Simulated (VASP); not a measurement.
Here is a VASP 6.6.1 calculation.

The input INCAR:

```
PREC = Accurate ; ENCUT = 520
EDIFF = 1E-6 ; ISMEAR = 0
SIGMA = 0.1 ; LREAL = Auto
LASPH = T ; NELM = 80
ALGO = Normal ; ISIF = 2
LWAVE = F ; LCHARG = F
LDIPOL = T ; IDIPOL = 3
DIPOL = 0.5 0.5 0.460 ; GGA = PE
IVDW = 12 ; NBANDS = 108
```

KPOINTS

```
regular mesh
0
Gamma
  4 4 1
```

File POSCAR:

```
Cu16CO
1.0
    5.0393684365      0.0000000000      0.0000000000
    0.0000000000      5.0393684365      0.0000000000
    0.0000000000      0.0000000000     24.4950573916
Cu C O
16 1 1
Direct
    0.2500000000      0.2500000000      0.3265964995
    0.2500000000      0.7500000000      0.3265964995
    0.7500000000      0.2500000000      0.3265964995
    0.7500000000      0.7500000000      0.3265964995
    0.5000000000      0.5000000000      0.3993330426
    0.5000000000      0.0000000000      0.3993330426
    0.0000000000      0.5000000000      0.3993330426
    0.0000000000      0.0000000000      0.3993330426
    0.7519287774      0.7519287774      0.4733248750
    0.7519287774      0.2480712226      0.4733248750
    0.2480712226      0.7519287774      0.4733248750
    0.2480712226      0.2480712226      0.4733248750
    0.0000000000      0.0000000000      0.5496307123
    0.0000000000      0.5000000000      0.5451827941
    0.5000000000      0.0000000000      0.5451827941
    0.5000000000      0.5000000000      0.5437345348
    0.0000000000      0.0000000000      0.6245477561
    0.0000000000      0.0000000000      0.6714862940
```

Potentials or basis: VASP PAW PBE potentials, release 64 (Cu, C, O).

The run is started by

```sh
$ cat potpaw_PBE.64/Cu/POTCAR potpaw_PBE.64/C/POTCAR potpaw_PBE.64/O/POTCAR > POTCAR
$ mpirun -np 1 vasp_std > vasp.out
```

(1) What does it give for the band gap on the k mesh?

(2) Estimate the dispersion energy per atom.

## Answers

(1) zero (bands 93 and 94 overlap by 0.96 eV).

(2) -0.388 eV.
